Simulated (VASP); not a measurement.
## Tc: single point with r2SCAN

Tc:

```xyz
1
Lattice="0.0000 1.9215 1.9215 1.9215 0.0000 1.9215 1.9215 1.9215 0.0000" Properties=species:S:1:pos:R:3 pbc="T T T"
Tc    0.0000    0.0000    0.0000
```

```
Program             : VASP 6.6.1
Task                : single point
Functional          : r2SCAN
Potentials or basis : VASP PAW PBE potentials, release 64 (Tc_pv)
Cutoff              : 520 eV
k mesh              : 12 × 12 × 12
Occupations         : fermi-dirac, width 0.05 eV
Spin                : no spin polarisation
```

The pressure is 2.5 GPa.

Levels at points of the mesh, in eV from the Fermi level:
```
           k point  band 3  band 4  band 5  band 6  band 7  band 8  band 9  band 10  band 11  band 12
(0.00, 0.00, 0.00)  -39.66   -8.05   -2.00   -2.00   -2.00    0.87    0.87    14.52    20.66    20.66
(0.50, 0.00, 0.00)  -39.85   -6.01   -2.13   -2.13    1.17    2.98    2.98    11.46    14.19    21.35
(0.50, 0.50, 0.00)  -40.17   -6.38   -5.82    2.97    3.55    3.55    3.97    13.77    13.77    15.09
```

Run time: 23 s on 1 thread of Intel(R) Xeon(R) Platinum 8488C (Sapphire Rapids), with other jobs on the host, peak memory 0.13 GiB.

Caveat: the PAW data sets were made with another functional, which shifts forces and pressure a little.
